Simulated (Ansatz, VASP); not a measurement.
## One calculation of AgCl, two programs

```
CELL_PARAMETERS angstrom
3.43397 0.00000 0.00000
0.00000 3.43397 0.00000
0.00000 0.00000 3.50265
ATOMIC_POSITIONS crystal
Ag 0.00000 0.00000 0.00000
Cl 0.50000 0.50000 0.50000
```

Change from the starting cell: zz strain of +2 %.

Alike in both runs: task single point; functional PBE; k mesh 9 × 9 × 9; occupations fermi-dirac, width 0.01 eV; no spin polarisation.

|  | VASP | Ansatz |
| --- | --- | --- |
| version | VASP 6.6.1 | Ansatz 0.2.0 |
| potentials or method | VASP PAW PBE potentials, release 64 (Ag, Cl), cutoff 520 eV | all-electron LAPW, scalar-relativistic |

VASP gave:

```
gap on the k mesh at the Fermi level (eV)                     : 0.58
pressure (GPa)                                                : -1.1
traceless stress, the component that is largest in VASP (GPa) : -0.61
```

Task: Which values does Ansatz return?

Result: gap on the k mesh at the Fermi level (eV): 0.58; pressure (GPa): -1.0; traceless stress, the component that is largest in VASP (GPa): -0.61.

Ansatz ran all-electron here, and VASP with PAW potentials.
